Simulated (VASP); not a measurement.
# TiAl2 (Cmmm) in VASP: single point with PBEsol

Aim: the single point of TiAl2 with PBEsol.

Program: VASP 6.6.1. These are calculated values, not measurements. Logs are shortened: lines on timing, memory, paths and dates and some standing lists are left out, and cuts for length are marked.

### Step 1. The cell of the first run

The structure is orthorhombic, space group Cmmm (No. 65). The conventional cell has a = 3.901 Å, b = 12.053 Å, c = 3.734 Å, α = 90.00°, β = 90.00°, γ = 90.00°. Ti (site symmetry m2m) has 10 Al at 2.65 to 2.78 Å and 2 Ti at 2.99 Å within 3.5 Å. Al (site symmetry mmm) has 12 Al at 2.70 to 3.90 Å and 6 Ti at 2.71 to 4.14 Å within 4.2 Å. Al (site symmetry m2m) has 11 Al at 2.69 to 3.94 Å and 6 Ti at 2.71 to 2.78 Å within 4.0 Å. Within 3.5 Å of Al (site symmetry mmm) lie 4 Ti at 2.65 Å and 8 Al at 2.70 to 2.85 Å.

### Step 2. Single point, PBEsol (strain -0.0600 x Voigt [0, 0, 1, 0, 0, 0])

Contents of INCAR:

```
PREC = Accurate ; ENCUT = 520
EDIFF = 1E-6 ; ISMEAR = 0
SIGMA = 0.15 ; LREAL = F
LASPH = T ; NELM = 100
ALGO = Fast ; ISIF = 2
LWAVE = F ; LCHARG = T
GGA = PS ; LELF = T
LVHAR = T ; NBANDS = 27
```

Contents of KPOINTS:

```
regular mesh
0
Gamma
  14 14 12
```

Contents of POSCAR:

```
TiAl2
1.0
    1.9503339404     -6.0262766716      0.0000000000
    1.9503339404      6.0262766716      0.0000000000
    0.0000000000      0.0000000000      3.7340794788
Ti Al
2 4
Direct
    0.6562199824      0.3437800176      0.0000000000
    0.3437800176      0.6562199824      0.0000000000
    0.0000000000      0.0000000000      0.0000000000
    0.8270962382      0.1729037618      0.5000000000
    0.1729037618      0.8270962382      0.5000000000
    0.5000000000      0.5000000000      0.5000000000
```

Potentials or basis: VASP PAW PBE potentials, release 64 (Ti_sv, Al).

Command:

```bash
$ cat potpaw_PBE.64/Ti_sv/POTCAR potpaw_PBE.64/Al/POTCAR > POTCAR
$ mpirun -np 1 vasp_std > vasp.out
```

OUTCAR:

```text
PREC = Accurate
   ENCUT = 520
   EDIFF = 1E-6
   ISMEAR = 0
   LREAL = F
   LASPH = T
   NELM = 100
   ISIF = 2
   GGA = PS

 ion  position               nearest neighbor table
   1  0.656  0.344  0.000-   6 2.65   6 2.65   5 2.71   5 2.71   5 2.71   5 2.71   3 2.71   3 2.71
                             4 2.78   4 2.78
   2  0.344  0.656  0.000-   6 2.65   6 2.65   4 2.71   4 2.71   4 2.71   4 2.71   3 2.71   3 2.71
                             5 2.78   5 2.78
   3  0.000  0.000  0.000-   6 2.70   6 2.70   6 2.70   6 2.70   1 2.71   2 2.71   1 2.71   2 2.71
                             4 2.80   4 2.80   5 2.80   5 2.80
   4  0.827  0.173  0.500-   5 2.69   5 2.69   2 2.71   2 2.71   2 2.71   2 2.71   1 2.78   1 2.78
                             3 2.80   3 2.80   6 2.85   6 2.85
   5  0.173  0.827  0.500-   4 2.69   4 2.69   1 2.71   1 2.71   1 2.71   1 2.71   2 2.78   2 2.78
                             3 2.80   3 2.80   6 2.85   6 2.85
   6  0.500  0.500  0.500-   1 2.65   2 2.65   1 2.65   2 2.65   3 2.70   3 2.70   3 2.70   3 2.70
                             5 2.85   4 2.85   5 2.85   4 2.85

  LATTYP: Found a base centered orthorhombic cell.
 ALAT       =     3.9006678808
 B/A-ratio  =     3.0898691484
 C/A-ratio  =     0.9572923389

  Lattice vectors:

 A1 = (   1.9503339404,  -6.0262766716,   0.0000000000)
 A2 = (   1.9503339404,   6.0262766716,   0.0000000000)
 A3 = (   0.0000000000,   0.0000000000,   3.7340794788)

Analysis of symmetry for initial positions (statically):
=====================================================================
 Subroutine PRICEL returns:
 Original cell was already a primitive cell.

 Routine SETGRP: Setting up the symmetry group for a
 base centered orthorhombic supercell.

 Subroutine GETGRP returns: Found  8 space group operations
 (whereof  8 operations were pure point group operations)
 out of a pool of  8 trial point group operations.

The static configuration has the point symmetry D_2h.

Analysis of symmetry for dynamics (positions and initial velocities):
=====================================================================
 Subroutine PRICEL returns:
 Original cell was already a primitive cell.

 Routine SETGRP: Setting up the symmetry group for a
 base centered orthorhombic supercell.

 Subroutine GETGRP returns: Found  8 space group operations
 (whereof  8 operations were pure point group operations)
 out of a pool of  8 trial point group operations.

The dynamic configuration has the point symmetry D_2h.

 Subroutine INISYM returns: Found  8 space group operations
 (whereof  8 operations are pure point group operations),
 and found     1 'primitive' translations

----------------------------------------------------------------------------------------

                                     Primitive cell

  volume of cell :      87.7752

  direct lattice vectors                    reciprocal lattice vectors
     1.950333940 -6.026276672  0.000000000     0.256366353 -0.082969971  0.000000000
     1.950333940  6.026276672  0.000000000     0.256366353  0.082969971  0.000000000
     0.000000000  0.000000000  3.734079479     0.000000000  0.000000000  0.267803620

  length of vectors
     6.334020287  6.334020287  3.734079479     0.269458203  0.269458203  0.267803620

  position of ions in fractional coordinates (direct lattice)
     0.656219982  0.343780018  0.000000000
     0.343780018  0.656219982  0.000000000
     0.000000000  0.000000000  0.000000000
     0.827096238  0.172903762  0.500000000
     0.172903762  0.827096238  0.500000000
     0.500000000  0.500000000  0.500000000

  ion indices of the primitive-cell ions
   primitive index   ion index
                 1           1
                 2           2
                 3           3
                 4           4
                 5           5
                 6           6

----------------------------------------------------------------------------------------

 KPOINTS: regular mesh

Automatic generation of k-mesh.
 Grid dimensions read from file:
 generate k-points for:   14   14   12

 Generating k-lattice:

  Cartesian coordinates                     Fractional coordinates (reciprocal lattice)
     0.018311882 -0.005926426  0.000000000     0.071428571  0.000000000  0.000000000
     0.018311882  0.005926426  0.000000000     0.000000000  0.071428571  0.000000000
     0.000000000  0.000000000  0.022316968     0.000000000  0.000000000  0.083333333

  Length of vectors
     0.019247015  0.019247015  0.022316968

  Shift w.r.t. Gamma in fractional coordinates (k-lattice)
     0.000000000  0.000000000  0.000000000

 Subroutine IBZKPT returns following result:
 ===========================================

 Found    399 irreducible k-points:

 Following reciprocal coordinates:
            Coordinates               Weight
  0.000000  0.000000  0.000000      1.000000
  0.071429  0.000000  0.000000      4.000000
  0.142857  0.000000  0.000000      4.000000
  0.214286  0.000000  0.000000      4.000000
  0.285714  0.000000  0.000000      4.000000
  0.357143  0.000000  0.000000      4.000000
[... 16 lines left out ...]
  0.214286  0.142857  0.000000      4.000000
  0.285714  0.142857  0.000000      4.000000
 [... further k-points ...]
   k-points           NKPTS =    399   k-points in BZ     NKDIM =    399   number of bands    NBANDS=     27
   number of dos      NEDOS =    301   number of ions     NIONS =      6
   total plane-waves  NPLWV =  64512
   dimension x,y,z NGX =    48 NGY =   48 NGZ =   28
   dimension x,y,z NGXF=    96 NGYF=   96 NGZF=   56
   ions per type =               2   4
   NGX,Y,Z   is equivalent  to a cutoff of  12.60, 12.60, 12.47 a.u.
   NGXF,Y,Z  is equivalent  to a cutoff of  25.20, 25.20, 24.93 a.u.
 SYSTEM =  unknown system
   PREC   = accura    normal or accurate (medium, high low for compatibility)
   ISTART =      0    job   : 0-new  1-cont  2-samecut
   ICHARG =      2    charge: 1-file 2-atom 10-const
   ISPIN  =      1    spin polarized calculation?
   LNONCOLLINEAR =      F non collinear calculations
   LSORBIT =      F    spin-orbit coupling
   LASPH  =      T    aspherical Exc in radial PAW
   ENCUT  =  520.0 eV  38.22 Ry    6.18 a.u.  11.78 11.78  6.94*2*pi/ulx,y,z
   NELM   =    100;   NELMIN=  2; NELMDL= -5     # of ELM steps
   EDIFF  = 0.1E-05   stopping-criterion for ELM
   LREAL  =      F    real-space projection
   EDIFFG = 0.1E-04   stopping-criterion for IOM
   NSW    =      0    number of steps for IOM
   IBRION =     -1    ionic relax: 0-MD 1-quasi-New 2-CG
   NFREE  =      0    steps in history (QN), initial steepest desc. (CG)
   ISIF   =      2    stress and relaxation
   ISYM   =      2    0-nonsym 1-usesym 2-fastsym
   POTIM  = 0.5000    time-step for ionic-motion
   TEBEG  =    0.0;   TEEND  =   0.0 temperature during run
   PSTRESS=    0.0 pullay stress
   NELECT =      36.0000    total number of electrons
   NUPDOWN=      -1.0000    fix difference up-down
   EMIN   =  10.00;   EMAX   =-10.00  energy-range for DOS
   EFERMI =   0.00;   METHOD = LEGACY
   ISMEAR =     0;   SIGMA  =   0.15  broadening in eV -4-tet -1-fermi 0-gaus
   EFERMI_NEDOS =   21; number of points for ismear=-14 and -15
   IALGO  =     68    algorithm
   IMIX   =      4    mixing-type and parameters
     AMIX     =   0.40;   BMIX     =  1.00
     AMIX_MAG =   1.60;   BMIX_MAG =  1.00
  volume/ion in A,a.u.               =      14.63        98.72
  Fermi-wavevector in a.u.,A,eV,Ry     =   1.216331  2.298532 20.129292  1.479461
  Thomas-Fermi vector in A             =   2.351688
   LORBIT       =      0    0 simple, 1 ext, 2 COOP (PROOUT), +10 PAW based schemes
   GGA     = PS    functional components
   LHFCALC =     F    Hartree Fock is set to
   AEXX    =    0.0000 exact exchange contribution
   IVDW    =     0    specifies the selected vdW correction
   LEPSILON=     F    determine dielectric tensor
   LRPA    =     F    only Hartree local field effects (RPA)
 non-spin polarized calculation
 RMM-DIIS sequential band-by-band and
 Gauss-broadening in eV      SIGMA  =   0.15
  energy-cutoff  :      520.00
  volume of cell :       87.78
 maximum number of plane-waves:      2389
   NGX = 23   NGY = 23   NGZ = 13

 number of electron      35.9999994 magnetization

 Free energy of the ion-electron system (eV)
  ---------------------------------------------------
  ext. energy  EPLUGINS =         0.00000000
  ---------------------------------------------------
  free energy    TOTEN  =       -35.42974032 eV

  energy without entropy =      -35.39873304  energy(sigma->0) =      -35.41423668

 E-fermi :   9.3350     XC(G=0): -11.2953

 val. band max:        9.3336635587   @ k =   0.0714   0.0000   0.0833
 cond. band min:       9.3353914875   @ k =   0.4286   0.2143   0.0833
 fundamental gap:      0.0017279287
 Fermi energy:         9.3349923996

 k-point     1 :       0.0000    0.0000    0.0000
  band No.  band energies     occupation
      1     -46.9420      2.00000
      2     -46.9099      2.00000
      3     -23.4000      2.00000
      4     -23.3931      2.00000
      5     -23.3842      2.00000
      6     -23.3576      2.00000
[... 19 lines left out ...]
     26      13.4763      0.00000
     27      13.9123      0.00000

 k-point     2 :       0.0714    0.0000    0.0000
  band No.  band energies     occupation
      1     -46.9415      2.00000
      2     -46.9103      2.00000
      3     -23.4004      2.00000
      4     -23.3926      2.00000
      5     -23.3861      2.00000
      6     -23.3580      2.00000
[... 19 lines left out ...]
     26      13.5699      0.00000
     27      13.9422      0.00000

 k-point     3 :       0.1429    0.0000    0.0000
  band No.  band energies     occupation
      1     -46.9402      2.00000
      2     -46.9113      2.00000
      3     -23.4019      2.00000
      4     -23.3914      2.00000
      5     -23.3910      2.00000
      6     -23.3591      2.00000
[... 594 lines left out ...]
      1     -46.9323      2.00000
      2     -46.9179      2.00000
      3     -23.4159      2.00000
      4     -23.4112      2.00000
      5     -23.3822      2.00000
      6     -23.3661      2.00000
[... 19 lines left out ...]
     26      13.3370      0.00000
     27      13.6983      0.00000

 k-point    24 :       0.2857    0.1429    0.0000
  band No.  band energies     occupation
      1     -46.9288      2.00000
      2     -46.9211      2.00000
      3     -23.4200      2.00000
      4     -23.4143      2.00000
      5     -23.3783      2.00000
      6     -23.3695      2.00000
[... 19 lines left out ...]
     26      13.1143      0.00000
     27      13.5697      0.00000

 [... further k-points ...]

------------------------ aborting loop because EDIFF is reached ----------------------------------------

  FORCE on cell =-STRESS in cart. coord.  units (eV):
  Direction    XX          YY          ZZ          XY          YZ          ZX
  --------------------------------------------------------------------------------------
  -------------------------------------------------------------------------------------
  Total        3.1638373      2.8016430      7.4241931      0.0000000      0.0000000      0.0000000
  in kB       57.7501512     51.1389471    135.5152733      0.0000000      0.0000000      0.0000000
  external PRESSURE =      81.4681239 kB  Pullay stress =       0.0000000 kB

 VOLUME and BASIS-vectors are now :
 -----------------------------------------------------------------------------
  energy-cutoff  :      520.00
  volume of cell :       87.78
      direct lattice vectors                 reciprocal lattice vectors
     1.950333940 -6.026276672  0.000000000     0.256366353 -0.082969971  0.000000000
     1.950333940  6.026276672  0.000000000     0.256366353  0.082969971  0.000000000
     0.000000000  0.000000000  3.734079479     0.000000000  0.000000000  0.267803620

 POSITION                                       TOTAL-FORCE (eV/Angst)
 -----------------------------------------------------------------------------------
      1.95033     -1.88285      0.00000         0.000000      0.075452      0.000000
      1.95033      1.88285      0.00000         0.000000     -0.075452      0.000000
      0.00000      0.00000      0.00000         0.000000      0.000000      0.000000
      1.95033     -3.94234      1.86704         0.000000     -0.020636      0.000000
      1.95033      3.94234      1.86704         0.000000      0.020636      0.000000
      1.95033      0.00000      1.86704         0.000000      0.000000      0.000000
 -----------------------------------------------------------------------------------
    total drift:                                0.000000     -0.000000      0.000000

  FREE ENERGIE OF THE ION-ELECTRON SYSTEM (eV)
  ---------------------------------------------------
  free  energy   TOTEN  =       -35.4297403201 eV

  energy  without entropy=      -35.3987330367  energy(sigma->0) =      -35.41423668
```

Run time: 21 min. Hardware: 1 thread of Intel Xeon 6975P-C (Granite Rapids), shared host; peak memory 0.83 GiB.

What came out:

| Item | Value |
| --- | --- |
| Free energy | -35.4297 eV |
| Pressure | 8.1 GPa |
| Largest force | 0.075 eV/Å |
| Band gap on the k mesh | zero (bands 18 and 19 overlap by 1.72 eV) |

Forces on the atoms (eV/Å):
```
Ti   0.000  0.075  0.000
Ti   0.000 -0.075  0.000
Al   0.000  0.000  0.000
Al   0.000 -0.021  0.000
Al   0.000  0.021  0.000
Al   0.000  0.000  0.000
```

Caveat: the cell differs from its parent crystal (strain -0.0600 x Voigt [0, 0, 1, 0, 0, 0]); the stress differs along the axes, from 5 to 14 GPa; the PAW data sets were made with another functional, which shifts forces and pressure a little.
